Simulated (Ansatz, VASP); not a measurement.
# Ag2Pb: VASP beside Ansatz

```
Ag Pb
1.0
     4.28058    0.00000    0.00000
     0.00000    4.28058    0.00000
     0.00000    0.00000    7.45895
Ag Pb
4 2
Direct
  0.00000 0.00000 0.00000
  0.50000 0.50000 0.00000
  0.00000 0.50000 0.25893
  0.50000 0.00000 0.74107
  0.00000 0.50000 0.66516
  0.50000 0.00000 0.33484
```

Alike in both runs: functional PBE; k mesh 4 × 4 × 4; occupations gaussian, width 0.1 eV; no spin polarisation.

Ansatz relaxed the structure, and its values are those at the end. VASP's run is a single point on that final structure, the one shown.

```csv
,VASP,Ansatz
version,VASP 6.6.1,Ansatz 0.2.0
potentials or method,"VASP PAW PBE potentials, release 64 (Ag, Pb_d), cutoff 520 eV","scalar-relativistic, plane waves, PAW"
valence electrons in the cell,72,104
```

|  | VASP | Ansatz | Ansatz less VASP |
| --- | --- | --- | --- |
| gap on the k mesh at the Fermi level (eV) | none | none | - |
| pressure (GPa) | -0.1 | 0.0 | +0.07 |
| rms of the force components (eV/Å) | 0.006 | 0.005 | -0.0017 |

A gap of «none» marks a metal or a gap that the smearing closes. With one functional, cell and mesh, what is left measures potentials, basis and numerics. VASP's potentials hold 72 valence electrons a cell and Ansatz's 104, so a difference there can come from the potentials and not from the codes.

The k mesh is coarse, so the values compare programs but aren't converged. Spin-orbit coupling is off throughout.
